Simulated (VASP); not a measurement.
# Ru (P6_3/mmc) in VASP: notebook

Ru is run at these levels: PBEsol; tasks: single point.

Everything below comes from runs of VASP 6.6.1. Logs are shortened: lines on timing, memory, paths and dates and some standing lists are left out, and cuts for length are marked.

### 1 The cell of the first run

The structure is hexagonal, space group P6_3/mmc (No. 194). The conventional cell has a = 2.690 Å, b = 2.690 Å, c = 3.946 Å, α = 90.00°, β = 90.00°, γ = 120.00°. Within 3.3 Å of Ru (site symmetry -6m2) lie 12 Ru at 2.51 to 2.69 Å.

### 2 Single point, PBEsol

INCAR

```
PREC = Accurate ; ENCUT = 520
EDIFF = 1E-6 ; ISMEAR = 0
SIGMA = 0.15 ; LREAL = False
LASPH = True ; NELM = 80
ALGO = Normal ; ISIF = 2
LWAVE = False ; LCHARG = False
GGA = PS ; NBANDS = 21
```

KPOINTS

```
Automatic mesh
0
Gamma
  18 18 10
```

POSCAR

```
Ru
1.0
    2.6896847531      0.0000000000      0.0000000000
   -1.3448423765      2.3293353243      0.0000000000
    0.0000000000      0.0000000000      3.9462000000
Ru
2
Direct
    0.3333333333      0.6666666667      0.2500000000
    0.6666666667      0.3333333333      0.7500000000
```

Potentials or basis: VASP PAW PBE potentials, release 64 (Ru_pv).

Started as:

```console
> cat potpaw_PBE.64/Ru_pv/POTCAR > POTCAR
> mpirun -np 1 vasp_std > vasp.out
```

OUTCAR:

```text
PREC = Accurate
   ENCUT = 520
   EDIFF = 1E-6
   ISMEAR = 0
   LREAL = False
   LASPH = True
   NELM = 80
   ISIF = 2
   GGA = PS

 ion  position               nearest neighbor table
   1  0.333  0.667  0.250-   2 2.51   2 2.51   2 2.51   2 2.51   2 2.51   2 2.51
   2  0.667  0.333  0.750-   1 2.51   1 2.51   1 2.51   1 2.51   1 2.51   1 2.51

  LATTYP: Found a hexagonal cell.
 ALAT       =     2.6896847531
 C/A-ratio  =     1.4671607873

  Lattice vectors:

 A1 = (   2.6896847531,   0.0000000000,   0.0000000000)
 A2 = (  -1.3448423765,   2.3293353243,   0.0000000000)
 A3 = (   0.0000000000,   0.0000000000,   3.9462000000)

Analysis of symmetry for initial positions (statically):
=====================================================================
 Subroutine PRICEL returns:
 Original cell was already a primitive cell.

 Routine SETGRP: Setting up the symmetry group for a
 hexagonal supercell.

 Subroutine GETGRP returns: Found 24 space group operations
 (whereof 12 operations were pure point group operations)
 out of a pool of 24 trial point group operations.

The static configuration has the point symmetry D_3d.
 The point group associated with its full space group is D_6h.

Analysis of symmetry for dynamics (positions and initial velocities):
=====================================================================
 Subroutine PRICEL returns:
 Original cell was already a primitive cell.

 Routine SETGRP: Setting up the symmetry group for a
 hexagonal supercell.

 Subroutine GETGRP returns: Found 24 space group operations
 (whereof 12 operations were pure point group operations)
 out of a pool of 24 trial point group operations.

The dynamic configuration has the point symmetry D_3d.
 The point group associated with its full space group is D_6h.

 Subroutine INISYM returns: Found 24 space group operations
 (whereof 12 operations are pure point group operations),
 and found     1 'primitive' translations

----------------------------------------------------------------------------------------

                                     Primitive cell

  volume of cell :      24.7236

  direct lattice vectors                    reciprocal lattice vectors
     2.689684753  0.000000000  0.000000000     0.371790783  0.214653509  0.000000000
    -1.344842376  2.329335324  0.000000000     0.000000000  0.429307017  0.000000000
     0.000000000  0.000000000  3.946200000     0.000000000  0.000000000  0.253408342

  length of vectors
     2.689684753  2.689684753  3.946200000     0.429307017  0.429307017  0.253408342

  position of ions in fractional coordinates (direct lattice)
     0.333333333  0.666666667  0.250000000
     0.666666667  0.333333333  0.750000000

  ion indices of the primitive-cell ions
   primitive index   ion index
                 1           1
                 2           2

----------------------------------------------------------------------------------------

 KPOINTS: Automatic mesh

Automatic generation of k-mesh.
 Grid dimensions read from file:
 generate k-points for:   18   18   10

 Generating k-lattice:

  Cartesian coordinates                     Fractional coordinates (reciprocal lattice)
     0.020655043  0.011925195  0.000000000     0.055555556  0.000000000  0.000000000
     0.000000000  0.023850390  0.000000000     0.000000000  0.055555556  0.000000000
     0.000000000  0.000000000  0.025340834     0.000000000  0.000000000  0.100000000

  Length of vectors
     0.023850390  0.023850390  0.025340834

  Shift w.r.t. Gamma in fractional coordinates (k-lattice)
     0.000000000  0.000000000  0.000000000

 Subroutine IBZKPT returns following result:
 ===========================================

 Found    222 irreducible k-points:

 Following reciprocal coordinates:
            Coordinates               Weight
  0.000000  0.000000  0.000000      1.000000
  0.055556 -0.000000  0.000000      6.000000
  0.111111 -0.000000  0.000000      6.000000
  0.166667  0.000000  0.000000      6.000000
  0.222222  0.000000  0.000000      6.000000
  0.277778  0.000000  0.000000      6.000000
[... 16 lines left out ...]
  0.333333  0.111111  0.000000     12.000000
  0.388889  0.111111  0.000000     12.000000
 [... further k-points ...]
   k-points           NKPTS =    222   k-points in BZ     NKDIM =    222   number of bands    NBANDS=     21
   number of dos      NEDOS =    301   number of ions     NIONS =      2
   total plane-waves  NPLWV =  12000
   dimension x,y,z NGX =    20 NGY =   20 NGZ =   30
   dimension x,y,z NGXF=    40 NGYF=   40 NGZF=   60
   ions per type =               2
   NGX,Y,Z   is equivalent  to a cutoff of  12.36, 12.36, 12.64 a.u.
   NGXF,Y,Z  is equivalent  to a cutoff of  24.72, 24.72, 25.28 a.u.
 SYSTEM =  unknown system
   PREC   = accura    normal or accurate (medium, high low for compatibility)
   ISTART =      0    job   : 0-new  1-cont  2-samecut
   ICHARG =      2    charge: 1-file 2-atom 10-const
   ISPIN  =      1    spin polarized calculation?
   LNONCOLLINEAR =      F non collinear calculations
   LSORBIT =      F    spin-orbit coupling
   LASPH  =      T    aspherical Exc in radial PAW
   ENCUT  =  520.0 eV  38.22 Ry    6.18 a.u.   5.00  5.00  7.34*2*pi/ulx,y,z
   NELM   =     80;   NELMIN=  2; NELMDL= -5     # of ELM steps
   EDIFF  = 0.1E-05   stopping-criterion for ELM
   LREAL  =      F    real-space projection
   EDIFFG = 0.1E-04   stopping-criterion for IOM
   NSW    =      0    number of steps for IOM
   IBRION =     -1    ionic relax: 0-MD 1-quasi-New 2-CG
   NFREE  =      0    steps in history (QN), initial steepest desc. (CG)
   ISIF   =      2    stress and relaxation
   ISYM   =      2    0-nonsym 1-usesym 2-fastsym
   POTIM  = 0.5000    time-step for ionic-motion
   TEBEG  =    0.0;   TEEND  =   0.0 temperature during run
   PSTRESS=    0.0 pullay stress
   NELECT =      28.0000    total number of electrons
   NUPDOWN=      -1.0000    fix difference up-down
   EMIN   =  10.00;   EMAX   =-10.00  energy-range for DOS
   EFERMI =   0.00;   METHOD = LEGACY
   ISMEAR =     0;   SIGMA  =   0.15  broadening in eV -4-tet -1-fermi 0-gaus
   EFERMI_NEDOS =   21; number of points for ismear=-14 and -15
   IALGO  =     38    algorithm
   IMIX   =      4    mixing-type and parameters
     AMIX     =   0.40;   BMIX     =  1.00
     AMIX_MAG =   1.60;   BMIX_MAG =  1.00
  volume/ion in A,a.u.               =      12.36        83.42
  Fermi-wavevector in a.u.,A,eV,Ry     =   1.706436  3.224697 39.619130  2.911924
  Thomas-Fermi vector in A             =   2.785473
   LORBIT       =      0    0 simple, 1 ext, 2 COOP (PROOUT), +10 PAW based schemes
   GGA     = PS    functional components
   LHFCALC =     F    Hartree Fock is set to
   AEXX    =    0.0000 exact exchange contribution
   IVDW    =     0    specifies the selected vdW correction
   LEPSILON=     F    determine dielectric tensor
   LRPA    =     F    only Hartree local field effects (RPA)
 non-spin polarized calculation
 Gauss-broadening in eV      SIGMA  =   0.15
  energy-cutoff  :      520.00
  volume of cell :       24.72
 maximum number of plane-waves:       684
 NGX is ok and might be reduce to    20
   NGX =  9   NGY =  9   NGZ = 15

 number of electron      27.9999994 magnetization

 Free energy of the ion-electron system (eV)
  ---------------------------------------------------
  ext. energy  EPLUGINS =         0.00000000
  ---------------------------------------------------
  free energy    TOTEN  =       -19.98972658 eV

  energy without entropy =      -19.97201672  energy(sigma->0) =      -19.98087165

 E-fermi :  14.5406     XC(G=0): -14.8586

 val. band max:       14.5339820620   @ k =   0.1667   0.0000   0.4000
 cond. band min:      14.5471381861   @ k =   0.3333   0.0000   0.2000
 fundamental gap:      0.0131561241
 Fermi energy:        14.5405728144

 k-point     1 :       0.0000    0.0000    0.0000
  band No.  band energies     occupation
      1     -29.6453      2.00000
      2     -28.3659      2.00000
      3     -28.3659      2.00000
      4     -28.0360      2.00000
      5     -28.0360      2.00000
      6     -27.8630      2.00000
[... 13 lines left out ...]
     20      24.7035      0.00000
     21      26.9958      0.00000

 k-point     2 :       0.0556   -0.0000    0.0000
  band No.  band energies     occupation
      1     -29.6307      2.00000
      2     -28.3902      2.00000
      3     -28.3758      2.00000
      4     -28.0624      2.00000
      5     -28.0377      2.00000
      6     -27.8723      2.00000
[... 13 lines left out ...]
     20      24.7035      0.00000
     21      26.9927      0.00000

 k-point     3 :       0.1111   -0.0000    0.0000
  band No.  band energies     occupation
      1     -29.5877      2.00000
      2     -28.4603      2.00000
      3     -28.4037      2.00000
      4     -28.1375      2.00000
      5     -28.0431      2.00000
      6     -27.9003      2.00000
[... 13 lines left out ...]
     20      24.7034      0.00000
     21      26.9617      0.00000

 k-point     4 :       0.1667    0.0000    0.0000
  band No.  band energies     occupation
      1     -29.5187      2.00000
      2     -28.5681      2.00000
      3     -28.4450      2.00000
      4     -28.2501      2.00000
      5     -28.0528      2.00000
      6     -27.9464      2.00000
[... 13 lines left out ...]
     20      24.7034      0.00000
     21      26.8650      0.00000

 k-point     5 :       0.2222    0.0000    0.0000
  band No.  band energies     occupation
      1     -29.4273      2.00000
      2     -28.7008      2.00000
      3     -28.4938      2.00000
      4     -28.3842      2.00000
      5     -28.0663      2.00000
      6     -28.0096      2.00000
[... 13 lines left out ...]
     20      24.7032      0.00000
     21      26.6919      0.00000
[... 382 lines left out ...]
     20      24.7028      0.00000
     21      26.4939      0.00000

 k-point    22 :       0.2778    0.1111    0.0000
  band No.  band energies     occupation
      1     -29.1678      2.00000
      2     -28.9602      2.00000
      3     -28.7474      2.00000
      4     -28.5387      2.00000
      5     -28.2028      2.00000
      6     -28.1544      2.00000
[... 13 lines left out ...]
     20      25.8842      0.00000
     21      26.1337      0.00000

 k-point    23 :       0.3333    0.1111    0.0000
  band No.  band energies     occupation
      1     -29.0658      2.00000
      2     -29.0535      2.00000
      3     -28.7869      2.00000
      4     -28.6193      2.00000
      5     -28.2952      2.00000
      6     -28.1729      2.00000
[... 13 lines left out ...]
     20      24.7037      0.00000
     21      26.5969      0.00000

 k-point    24 :       0.3889    0.1111    0.0000
  band No.  band energies     occupation
      1     -29.1346      2.00000
      2     -28.9597      2.00000
      3     -28.8074      2.00000
      4     -28.6763      2.00000
      5     -28.3747      2.00000
      6     -28.1849      2.00000
[... 13 lines left out ...]
     20      24.7016      0.00000
     21      26.4254      0.00000

 [... further k-points ...]
[... 5 lines left out ...]
  --------------------------------------------------------------------------------------
  -------------------------------------------------------------------------------------
  Total        3.0495154      3.0495154     10.1077956      0.0000000     -0.0000000      0.0000000
  in kB      197.6191030    197.6191030    655.0199823      0.0000000     -0.0000000      0.0000000
  external PRESSURE =     350.0860628 kB  Pullay stress =       0.0000000 kB

 VOLUME and BASIS-vectors are now :
 -----------------------------------------------------------------------------
  energy-cutoff  :      520.00
  volume of cell :       24.72
      direct lattice vectors                 reciprocal lattice vectors
     2.689684753  0.000000000  0.000000000     0.371790783  0.214653509  0.000000000
    -1.344842376  2.329335324  0.000000000     0.000000000  0.429307017  0.000000000
     0.000000000  0.000000000  3.946200000     0.000000000  0.000000000  0.253408342

 POSITION                                       TOTAL-FORCE (eV/Angst)
 -----------------------------------------------------------------------------------
     -0.00000      1.55289      0.98655        -0.000000      0.000000      0.000000
      1.34484      0.77645      2.95965         0.000000     -0.000000      0.000000
 -----------------------------------------------------------------------------------
    total drift:                               -0.000000      0.000000     -0.000000

  FREE ENERGIE OF THE ION-ELECTRON SYSTEM (eV)
  ---------------------------------------------------
  free  energy   TOTEN  =       -19.9897265813 eV

  energy  without entropy=      -19.9720167246  energy(sigma->0) =      -19.98087165
```

It took 66 s on 1 thread of AMD EPYC 7R43 (Zen 3), shared host; peak memory 0.16 GiB.

Results:

- Free energy: -19.9897 eV
- Pressure: 35.0 GPa
- Band gap on the k mesh: zero (band 14 reaches 16.04 eV, above the bottom of band 15 at 12.51 eV)

Levels at points of the mesh, in eV from the Fermi level:
```tsv
k point	band 12	band 13	band 14	band 15	band 16	band 17
(0.00, 0.00, 0.00)	-2.30	-2.15	-2.15	-2.03	1.31	1.31
(0.50, 0.00, 0.00)	-1.85	-1.29	1.10	1.81	2.60	4.33
(0.00, 0.00, 0.50)	-3.60	-2.59	-2.59	0.74	0.74	0.74
(0.50, 0.00, 0.50)	-1.59	0.41	0.41	1.56	1.56	3.60
```

Caveat: the PAW data sets were made with another functional, which shifts forces and pressure a little.

(Continued in part 2 of 2.)
